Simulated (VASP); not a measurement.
# CdS (F-43m) in VASP: a series of runs, part 2 of 2

VASP 6.6.1.

## 3. Single point, LDA

Input file INCAR:

```
SYSTEM = CdS
PREC = Accurate
ENCUT = 520
EDIFF = 1E-7
ISMEAR = 0
SIGMA = 0.01
LREAL = .FALSE.
LASPH = .TRUE.
NELM = 80
ALGO = Normal
ISIF = 2
LWAVE = .FALSE.
LCHARG = .FALSE.
NBANDS = 16
```

Input file KPOINTS:

```
regular mesh
0
G
  4 4 4
  0 0 0
```

Input file POSCAR:

```
CdS
1.0
    0.0000000000      2.9392138883      2.9392138883
    2.9392138883      0.0000000000      2.9392138883
    2.9392138883      2.9392138883      0.0000000000
Cd S
1 1
Direct
    0.0000000000      0.0000000000      0.0000000000
    0.2500000000      0.2500000000      0.2500000000
```

Potentials or basis: VASP PAW LDA potentials, release 64 (Cd, S).

Started as:

```
cat potpaw_LDA.64/Cd/POTCAR potpaw_LDA.64/S/POTCAR > POTCAR
mpirun -np 1 vasp_std > vasp.out
```

It took 5.9 s on 1 thread of AMD EPYC 7R13 (Zen 3), shared host; peak memory 0.12 GiB.

Results (log left out):

- Free energy: -7.3407 eV
- Pressure: -3.1 GPa
- Band gap on the k mesh: 0.82 eV

Levels at points of the mesh, in eV from the valence-band top:
| k point | band 6 | band 7 | band 8 | band 9 | band 10 | band 11 | band 12 | band 13 |
| --- | --- | --- | --- | --- | --- | --- | --- | --- |
| (0.00, 0.00, 0.00) | -7.27 | 0.00 | 0.00 | 0.00 | 0.82 | 6.34 | 6.34 | 6.34 |
| (0.50, 0.00, 0.00) | -6.90 | -4.39 | -0.74 | -0.74 | 2.73 | 6.82 | 6.82 | 7.14 |
| (0.50, 0.50, 0.00) | -6.84 | -3.97 | -1.85 | -1.85 | 3.32 | 4.12 | 8.85 | 10.39 |

Caveat: the k points lie up to 0.46 Å⁻¹ apart. As with any semilocal functional, this LDA gap is likely too small.

## 4. Single point, r2SCAN

POSCAR is that of step 3.

Input file INCAR.step1:

```
PREC     = Accurate       # precision mode
ENCUT    = 520            # plane-wave cutoff, eV
ISMEAR   = 0              # smearing method
SIGMA    = 0.05           # smearing width, eV
LREAL    = F              # projectors in reciprocal space
LASPH    = T              # aspherical terms in the spheres
NELM     = 100            # most SCF steps
NBANDS   = 16             # bands
GGA      = PE             # functional
ALGO     = Normal         # electronic algorithm
EDIFF    = 1E-4           # SCF threshold, eV
LWAVE    = T              # write WAVECAR
LCHARG   = F              # write CHGCAR
```

Input file INCAR.step2:

```
PREC     = Accurate       # precision mode
ENCUT    = 520            # plane-wave cutoff, eV
EDIFF    = 1E-6           # SCF threshold, eV
ISMEAR   = 0              # smearing method
SIGMA    = 0.05           # smearing width, eV
LREAL    = F              # projectors in reciprocal space
LASPH    = T              # aspherical terms in the spheres
NELM     = 100            # most SCF steps
ALGO     = Normal         # electronic algorithm
ISIF     = 2              # what is computed and relaxed
LWAVE    = F              # write WAVECAR
LCHARG   = F              # write CHGCAR
METAGGA  = R2SCAN         # meta-GGA
LMIXTAU  = T            
NBANDS   = 16             # bands
ISTART   = 1
```

Input file KPOINTS:

```
regular mesh
0
Gamma
  6 6 6
```

Potentials or basis: VASP PAW PBE potentials, release 64 (Cd, S).

Started as:

```
cat potpaw_PBE.64/Cd/POTCAR potpaw_PBE.64/S/POTCAR > POTCAR
cp INCAR.step1 INCAR
mpirun -np 1 vasp_std > vasp.out
cp INCAR.step2 INCAR
mpirun -np 1 vasp_std > vasp.out
```

OUTCAR:

```text
PREC = Accurate
   ENCUT = 520
   EDIFF = 1E-6
   ISMEAR = 0
   LREAL = F
   LASPH = T
   NELM = 100
   ISIF = 2
   METAGGA = R2SCAN
   ISTART = 1

 ion  position               nearest neighbor table
   1  0.000  0.000  0.000-   2 2.55   2 2.55   2 2.55   2 2.55
   2  0.250  0.250  0.250-   1 2.55   1 2.55   1 2.55   1 2.55

  LATTYP: Found a face centered cubic cell.
 ALAT       =     5.8784277766

  Lattice vectors:

 A1 = (   0.0000000000,   2.9392138883,   2.9392138883)
 A2 = (   2.9392138883,   0.0000000000,   2.9392138883)
 A3 = (   2.9392138883,   2.9392138883,   0.0000000000)

Analysis of symmetry for initial positions (statically):
=====================================================================
 Subroutine PRICEL returns:
 Original cell was already a primitive cell.

 Routine SETGRP: Setting up the symmetry group for a
 face centered cubic supercell.

 Subroutine GETGRP returns: Found 24 space group operations
 (whereof 24 operations were pure point group operations)
 out of a pool of 48 trial point group operations.
[... 150 lines left out ...]
  free energy    TOTEN  =       -29.68435397 eV

  energy without entropy =      -29.68435397  energy(sigma->0) =      -29.68435397

 E-fermi :   1.0636     XC(G=0):  -9.6185

 val. band max:        0.8541380499   @ k =   0.0000   0.0000   0.0000
 cond. band min:       2.3915885023   @ k =   0.0000   0.0000   0.0000
 fundamental gap:      1.5374504524
 Fermi energy:         1.0636379619

 k-point     1 :       0.0000    0.0000    0.0000
  band No.  band energies     occupation
      1     -11.8769      2.00000
      2      -7.0333      2.00000
      3      -7.0333      2.00000
      4      -7.0333      2.00000
      5      -6.5529      2.00000
      6      -6.5529      2.00000
[... 281 lines left out ...]
      3      -6.7618      2.00000
      4      -6.6312      2.00000
      5      -6.5121      2.00000
      6      -5.9901      2.00000
[... 8 lines left out ...]
     15      14.6695      0.00000
     16      14.7252      0.00000

------------------------ aborting loop because EDIFF is reached ----------------------------------------

  FORCE on cell =-STRESS in cart. coord.  units (eV):
  Direction    XX          YY          ZZ          XY          YZ          ZX
  --------------------------------------------------------------------------------------
  -------------------------------------------------------------------------------------
  Total        0.0938139      0.0938139      0.0938139      0.0000000     -0.0000000      0.0000000
  in kB        2.9597439      2.9597439      2.9597439      0.0000000     -0.0000000      0.0000000
  external PRESSURE =       2.9597439 kB  Pullay stress =       0.0000000 kB

 VOLUME and BASIS-vectors are now :
 -----------------------------------------------------------------------------
  energy-cutoff  :      520.00
  volume of cell :       50.78
      direct lattice vectors                 reciprocal lattice vectors
     0.000000000  2.939213888  2.939213888    -0.170113513  0.170113513  0.170113513
     2.939213888  0.000000000  2.939213888     0.170113513 -0.170113513  0.170113513
     2.939213888  2.939213888  0.000000000     0.170113513  0.170113513 -0.170113513

 POSITION                                       TOTAL-FORCE (eV/Angst)
 -----------------------------------------------------------------------------------
      0.00000      0.00000      0.00000         0.000000      0.000000     -0.000000
      1.46961      1.46961      1.46961        -0.000000     -0.000000      0.000000
 -----------------------------------------------------------------------------------
    total drift:                               -0.000004     -0.000004     -0.000004

  FREE ENERGIE OF THE ION-ELECTRON SYSTEM (eV)
  ---------------------------------------------------
  free  energy   TOTEN  =       -29.6843539693 eV

  energy  without entropy=      -29.6843539693  energy(sigma->0) =      -29.68435397
```

It took 44 s on 1 thread of AMD EPYC 7R13 (Zen 3), shared host; peak memory 0.15 GiB.

What came out:

* Free energy: -29.6844 eV
* Pressure: 0.3 GPa
* Band gap on the k mesh: 1.54 eV

Caveat: the PAW data sets were made with another functional, which shifts forces and pressure a little.

## 5. The runs side by side

```csv
level,potentials or basis,k mesh,smearing,gap on the mesh (eV),pressure (GPa)
PBE,"VASP PAW PBE potentials, release 64 (Cd, S)",4 × 4 × 4,gaussian 0.01 eV,1.09,1.9
LDA,"VASP PAW LDA potentials, release 64 (Cd, S)",4 × 4 × 4,gaussian 0.01 eV,0.82,-3.1
r2SCAN,"VASP PAW PBE potentials, release 64 (Cd, S)",6 × 6 × 6,gaussian 0.05 eV,1.54,0.3
```

Alike in all rows: task single point; no spin polarisation; cell as given; cutoff (eV) 520.

Caveats: some runs use coarse meshes; the PAW data sets were made with another functional, which shifts forces and pressure a little (at least some runs).

Total energies depend on the potentials used, so only differences within one code and one set of settings carry meaning.
